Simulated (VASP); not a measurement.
# Hf (P6_3/mmc) in VASP: a series of runs

Runs on Hf. Level: PBE. Tasks: single point.

Program: VASP 6.6.1. These are calculated values, not measurements. Logs are shortened: lines on timing, memory, paths and dates and some standing lists are left out, and cuts for length are marked.

## 1. The cell of the first run

The structure is hexagonal, space group P6_3/mmc (No. 194). Conventional cell: a = 3.161 Å, b = 3.161 Å, c = 5.005 Å, α = 90.00°, β = 90.00°, γ = 120.00°. Within 4.1 Å of Hf (site symmetry -6m2) lie 12 Hf at 3.10 to 3.16 Å.

## 2. Single point, PBE (21.66 Å³/atom)

Input file INCAR:

```
  PREC = Accurate
  ENCUT = 520
  EDIFF = 1E-6
  ISMEAR = -1
  SIGMA = 0.1
  LREAL = False
  LASPH = True
  NELM = 60
  ALGO = Normal
  ISIF = 2
  LWAVE = False
  LCHARG = True
  GGA = PE
  LELF = True
  LVHAR = True
  NBANDS = 17
```

Input file KPOINTS:

```
Automatic mesh
0
Gamma
  19 19 10
```

Input file POSCAR:

```
Hf
1.0
    3.1611965116      0.0000000000      0.0000000000
   -1.5805982558      2.7376764854      0.0000000000
    0.0000000000      0.0000000000      5.0052480305
Hf
2
Direct
    0.3333333333      0.6666666667      0.2500000000
    0.6666666667      0.3333333333      0.7500000000
```

Potentials or basis: VASP PAW PBE potentials, release 64 (Hf_pv).

The run is started by

```
$ cat potpaw_PBE.64/Hf_pv/POTCAR > POTCAR
$ mpirun -np 1 vasp_std > vasp.out
```

OUTCAR:

```text
PREC = Accurate
   ENCUT = 520
   EDIFF = 1E-6
   ISMEAR = -1
   LREAL = False
   LASPH = True
   NELM = 60
   ISIF = 2
   GGA = PE

 ion  position               nearest neighbor table
   1  0.333  0.667  0.250-   2 3.10   2 3.10   2 3.10   2 3.10   2 3.10   2 3.10
   2  0.667  0.333  0.750-   1 3.10   1 3.10   1 3.10   1 3.10   1 3.10   1 3.10

  LATTYP: Found a hexagonal cell.
 ALAT       =     3.1611965116
 C/A-ratio  =     1.5833397298

  Lattice vectors:

 A1 = (   3.1611965116,   0.0000000000,   0.0000000000)
 A2 = (  -1.5805982558,   2.7376764854,   0.0000000000)
 A3 = (   0.0000000000,   0.0000000000,   5.0052480305)

Analysis of symmetry for initial positions (statically):
=====================================================================
 Subroutine PRICEL returns:
 Original cell was already a primitive cell.

 Routine SETGRP: Setting up the symmetry group for a
 hexagonal supercell.

 Subroutine GETGRP returns: Found 24 space group operations
 (whereof 12 operations were pure point group operations)
 out of a pool of 24 trial point group operations.

The static configuration has the point symmetry D_3d.
 The point group associated with its full space group is D_6h.

Analysis of symmetry for dynamics (positions and initial velocities):
=====================================================================
 Subroutine PRICEL returns:
 Original cell was already a primitive cell.

 Routine SETGRP: Setting up the symmetry group for a
 hexagonal supercell.

 Subroutine GETGRP returns: Found 24 space group operations
 (whereof 12 operations were pure point group operations)
 out of a pool of 24 trial point group operations.

The dynamic configuration has the point symmetry D_3d.
 The point group associated with its full space group is D_6h.

 Subroutine INISYM returns: Found 24 space group operations
 (whereof 12 operations are pure point group operations),
 and found     1 'primitive' translations

----------------------------------------------------------------------------------------

                                     Primitive cell

  volume of cell :      43.3171

  direct lattice vectors                    reciprocal lattice vectors
     3.161196512  0.000000000  0.000000000     0.316335918  0.182636627  0.000000000
    -1.580598256  2.737676485  0.000000000     0.000000000  0.365273255  0.000000000
     0.000000000  0.000000000  5.005248030     0.000000000  0.000000000  0.199790299

  length of vectors
     3.161196512  3.161196512  5.005248030     0.365273255  0.365273255  0.199790299

  position of ions in fractional coordinates (direct lattice)
     0.333333333  0.666666667  0.250000000
     0.666666667  0.333333333  0.750000000

  ion indices of the primitive-cell ions
   primitive index   ion index
                 1           1
                 2           2

----------------------------------------------------------------------------------------

 KPOINTS: Automatic mesh

Automatic generation of k-mesh.
 Grid dimensions read from file:
 generate k-points for:   19   19   10

 Generating k-lattice:

  Cartesian coordinates                     Fractional coordinates (reciprocal lattice)
     0.016649259  0.009612454  0.000000000     0.052631579  0.000000000  0.000000000
     0.000000000  0.019224908  0.000000000     0.000000000  0.052631579  0.000000000
     0.000000000  0.000000000  0.019979030     0.000000000  0.000000000  0.100000000

  Length of vectors
     0.019224908  0.019224908  0.019979030

  Shift w.r.t. Gamma in fractional coordinates (k-lattice)
     0.000000000  0.000000000  0.000000000

 Subroutine IBZKPT returns following result:
 ===========================================

 Found    240 irreducible k-points:

 Following reciprocal coordinates:
            Coordinates               Weight
  0.000000  0.000000  0.000000      1.000000
  0.052632  0.000000  0.000000      6.000000
  0.105263  0.000000  0.000000      6.000000
  0.157895  0.000000  0.000000      6.000000
  0.210526  0.000000  0.000000      6.000000
  0.263158  0.000000  0.000000      6.000000
[... 16 lines left out ...]
  0.263158  0.105263  0.000000     12.000000
  0.315789  0.105263  0.000000     12.000000
 [... further k-points ...]
   k-points           NKPTS =    240   k-points in BZ     NKDIM =    240   number of bands    NBANDS=     17
   number of dos      NEDOS =    301   number of ions     NIONS =      2
   total plane-waves  NPLWV =  23040
   dimension x,y,z NGX =    24 NGY =   24 NGZ =   40
   dimension x,y,z NGXF=    48 NGYF=   48 NGZF=   80
   ions per type =               2
   NGX,Y,Z   is equivalent  to a cutoff of  12.62, 12.62, 13.29 a.u.
   NGXF,Y,Z  is equivalent  to a cutoff of  25.24, 25.24, 26.57 a.u.
 SYSTEM =  unknown system
   PREC   = accura    normal or accurate (medium, high low for compatibility)
   ISTART =      0    job   : 0-new  1-cont  2-samecut
   ICHARG =      2    charge: 1-file 2-atom 10-const
   ISPIN  =      1    spin polarized calculation?
   LNONCOLLINEAR =      F non collinear calculations
   LSORBIT =      F    spin-orbit coupling
   LASPH  =      T    aspherical Exc in radial PAW
   ENCUT  =  520.0 eV  38.22 Ry    6.18 a.u.   5.88  5.88  9.31*2*pi/ulx,y,z
   NELM   =     60;   NELMIN=  2; NELMDL= -5     # of ELM steps
   EDIFF  = 0.1E-05   stopping-criterion for ELM
   LREAL  =      F    real-space projection
[... 7 lines left out ...]
   TEBEG  =    0.0;   TEEND  =   0.0 temperature during run
   PSTRESS=    0.0 pullay stress
   NELECT =      20.0000    total number of electrons
   NUPDOWN=      -1.0000    fix difference up-down
   EMIN   =  10.00;   EMAX   =-10.00  energy-range for DOS
   EFERMI =   0.00;   METHOD = LEGACY
   ISMEAR =    -1;   SIGMA  =   0.10  broadening in eV -4-tet -1-fermi 0-gaus
   EFERMI_NEDOS =   21; number of points for ismear=-14 and -15
   IALGO  =     38    algorithm
   IMIX   =      4    mixing-type and parameters
     AMIX     =   0.40;   BMIX     =  1.00
     AMIX_MAG =   1.60;   BMIX_MAG =  1.00
  volume/ion in A,a.u.               =      21.66       146.16
  Fermi-wavevector in a.u.,A,eV,Ry     =   1.265314  2.391097 21.783204  1.601020
  Thomas-Fermi vector in A             =   2.398574
   LORBIT       =      0    0 simple, 1 ext, 2 COOP (PROOUT), +10 PAW based schemes
   GGA     = PE    functional components
   LHFCALC =     F    Hartree Fock is set to
   AEXX    =    0.0000 exact exchange contribution
   IVDW    =     0    specifies the selected vdW correction
   LEPSILON=     F    determine dielectric tensor
   LRPA    =     F    only Hartree local field effects (RPA)
 non-spin polarized calculation
  energy-cutoff  :      520.00
  volume of cell :       43.32
 maximum number of plane-waves:      1194
 NGX is ok and might be reduce to    24
   NGX = 11   NGY = 11   NGZ = 19

 number of electron      19.9999996 magnetization

 Free energy of the ion-electron system (eV)
  ---------------------------------------------------
  ext. energy  EPLUGINS =         0.00000000
  ---------------------------------------------------
  free energy    TOTEN  =       -19.85608392 eV

  energy without entropy =      -19.80181243  energy(sigma->0) =      -19.82894817

 E-fermi :   5.1304     XC(G=0): -11.4313

 val. band max:        5.1277830335   @ k =   0.3684   0.2105   0.3000
 cond. band min:       5.1345538743   @ k =   0.1053   0.1053   0.3000
 fundamental gap:      0.0067708407
 Fermi energy:         5.1303802590

 k-point     1 :       0.0000    0.0000    0.0000
  band No.  band energies     occupation
      1     -25.9018      2.00000
      2     -25.0784      2.00000
      3     -25.0784      2.00000
      4     -24.9375      2.00000
      5     -24.9375      2.00000
      6     -24.9372      2.00000
[... 9 lines left out ...]
     16       7.8622      0.00000
     17      10.6594      0.00000

 k-point     2 :       0.0526    0.0000    0.0000
  band No.  band energies     occupation
      1     -25.8938      2.00000
      2     -25.0957      2.00000
      3     -25.0842      2.00000
      4     -24.9559      2.00000
      5     -24.9408      2.00000
      6     -24.9398      2.00000
[... 9 lines left out ...]
     16       7.7749      0.00000
     17      10.7322      0.00000

 k-point     3 :       0.1053    0.0000    0.0000
  band No.  band energies     occupation
      1     -25.8702      2.00000
      2     -25.1460      2.00000
      3     -25.1009      2.00000
      4     -25.0086      2.00000
      5     -24.9518      2.00000
      6     -24.9466      2.00000
[... 9 lines left out ...]
     16       7.5473      0.00000
     17      10.9145      0.00000

 k-point     4 :       0.1579    0.0000    0.0000
  band No.  band energies     occupation
      1     -25.8322      2.00000
      2     -25.2237      2.00000
      3     -25.1259      2.00000
      4     -25.0883      2.00000
      5     -24.9701      2.00000
      6     -24.9576      2.00000
[... 9 lines left out ...]
     16       7.8822      0.00000
     17      11.1410      0.00000
[... 343 lines left out ...]
      1     -25.7029      2.00000
      2     -25.4234      2.00000
      3     -25.3433      2.00000
      4     -25.1787      2.00000
      5     -25.0397      2.00000
      6     -25.0221      2.00000
[... 9 lines left out ...]
     16       9.5060      0.00000
     17      11.3971      0.00000

 k-point    23 :       0.2632    0.1053    0.0000
  band No.  band energies     occupation
      1     -25.6391      2.00000
      2     -25.5190      2.00000
      3     -25.4109      2.00000
      4     -25.2257      2.00000
      5     -25.0787      2.00000
      6     -25.0433      2.00000
[... 9 lines left out ...]
     16      10.2677      0.00000
     17      11.4945      0.00000

 k-point    24 :       0.3158    0.1053    0.0000
  band No.  band energies     occupation
      1     -25.6015      2.00000
      2     -25.5746      2.00000
      3     -25.4681      2.00000
      4     -25.2653      2.00000
      5     -25.1216      2.00000
      6     -25.0613      2.00000
[... 9 lines left out ...]
     16      11.0639      0.00000
     17      11.5623      0.00000

 [... further k-points ...]

------------------------ aborting loop because EDIFF is reached ----------------------------------------

  FORCE on cell =-STRESS in cart. coord.  units (eV):
  Direction    XX          YY          ZZ          XY          YZ          ZX
  --------------------------------------------------------------------------------------
  -------------------------------------------------------------------------------------
  Total        1.1173572      1.1173572      1.1345851      0.0000000      0.0000000      0.0000000
  in kB       41.3279052     41.3279052     41.9651168      0.0000000      0.0000000      0.0000000
  external PRESSURE =      41.5403090 kB  Pullay stress =       0.0000000 kB

 VOLUME and BASIS-vectors are now :
 -----------------------------------------------------------------------------
  energy-cutoff  :      520.00
  volume of cell :       43.32
      direct lattice vectors                 reciprocal lattice vectors
     3.161196512  0.000000000  0.000000000     0.316335918  0.182636627  0.000000000
    -1.580598256  2.737676485  0.000000000     0.000000000  0.365273255  0.000000000
     0.000000000  0.000000000  5.005248030     0.000000000  0.000000000  0.199790299

 POSITION                                       TOTAL-FORCE (eV/Angst)
 -----------------------------------------------------------------------------------
     -0.00000      1.82512      1.25131        -0.000000      0.000000      0.000000
      1.58060      0.91256      3.75394         0.000000     -0.000000      0.000000
 -----------------------------------------------------------------------------------
    total drift:                               -0.000000      0.000000     -0.000000

  FREE ENERGIE OF THE ION-ELECTRON SYSTEM (eV)
  ---------------------------------------------------
  free  energy   TOTEN  =       -19.8560839189 eV

  energy  without entropy=      -19.8018124278  energy(sigma->0) =      -19.82894817
```

It took 70 s on 1 thread of Intel Xeon Platinum 8488C (Sapphire Rapids), shared host; peak memory 0.27 GiB.

Results:

```
Free energy            : -19.8561 eV
Pressure               : 4.2 GPa
Band gap on the k mesh : zero (bands 10 and 11 overlap by 1.66 eV)
```

Levels at points of the mesh, in eV from the Fermi level:
```
           k point  band 7  band 8  band 9  band 10  band 11  band 12  band 13  band 14
(0.00, 0.00, 0.00)   -7.48   -3.80    0.77     1.21     1.21     1.49     2.06     2.06
(0.00, 0.00, 0.50)   -5.44   -5.44    0.15     0.15     1.09     1.09     1.09     1.09
```

Caveat: the cell stands under pressure; spin-orbit coupling is left out, which moves the levels of the heavy elements.

[end of part 1 of 2]
